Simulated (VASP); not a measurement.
NaI: single point with HSE06

The system is NaI.

```xyz
2
Lattice="0.0000 3.2578 3.2578 3.2578 0.0000 3.2578 3.2578 3.2578 0.0000" Properties=species:S:1:pos:R:3 pbc="T T T"
I     3.2578    3.2578    3.2578
Na    0.0000    0.0000    0.0000
```

* Program: VASP 6.6.1
* Task: single point
* Functional: HSE06
* Potentials or basis: VASP PAW PBE potentials, release 64 (I, Na_pv)
* Cutoff: 520 eV
* k mesh: 4 × 4 × 4
* Occupations: fermi-dirac, width 0.05 eV
* Spin: no spin polarisation

```yaml
Pressure: -0.1 GPa
Band_gap_on_the_k_mesh: 4.60 eV
```

Levels at points of the mesh, in eV from the valence-band top:
```tsv
k point	band 3	band 4	band 5	band 6	band 7	band 8	band 9	band 10	band 11	band 12
(0.00, 0.00, 0.00)	-24.82	-11.91	0.00	0.00	0.00	4.60	9.01	9.01	9.01	10.91
(0.50, 0.00, 0.00)	-24.82	-11.57	-2.25	-0.29	-0.29	6.06	8.52	8.52	9.87	11.42
(0.50, 0.50, 0.00)	-24.82	-11.49	-1.98	-0.77	-0.77	5.51	6.54	10.95	12.48	12.48
```

Wall time 3.6 min on 1 thread of AMD EPYC 9R45 96-Core Processor (Zen 5), on a shared host, peak memory 0.28 GiB.

Caveat: the PAW data sets were made with another functional, which shifts forces and pressure a little; spin-orbit coupling is left out, which moves the levels of the heavy elements.
